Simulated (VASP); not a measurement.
Runs of VASP 6.6.1 on Ga3Cl2. The structure is that of space group P-3m1 (No. 164), or close to it. The cells are those of the table. 

```csv
task,cell,k mesh,cutoff (eV),gap on the mesh (eV),pressure (GPa),largest force (eV/Å)
relaxation of cell and atoms,"relaxed from a = 4.233, b = 4.233, c = 6.586 Å, angles 90.0, 90.0, 120.0°, 5 atoms",6 × 6 × 4,600,none,0.0,0.04
single point,"a = 4.392, b = 4.392, c = 8.746 Å, angles 90.0, 90.0, 120.0°, 5 atoms",6 × 6 × 4,520,none,0.0,0.01
single point,"a = 4.233, b = 4.233, c = 6.586 Å, angles 90.0, 90.0, 120.0°, 5 atoms",6 × 6 × 4,520,none,(a),1.89
single point,"a = 4.375, b = 4.375, c = 8.762 Å, angles 90.0, 90.0, 120.0°, 5 atoms",12 × 12 × 4,520,none,0.0,0.01
```

Alike in all rows: level PBE; potentials or basis VASP PAW PBE potentials, release 64 (Ga_d, Cl); no spin polarisation; smearing gaussian 0.1 eV.

Problem. Fill in the values left out.

Solution. (a) 18.0.

Caveats: an odd number of electrons without spin polarisation forces a metal; a magnetic or distorted state may lie lower.

A k mesh can miss the band edges, and the runs leave out spin-orbit coupling on Ga.

A gap of «none» marks levels without a gap at the run's occupations.
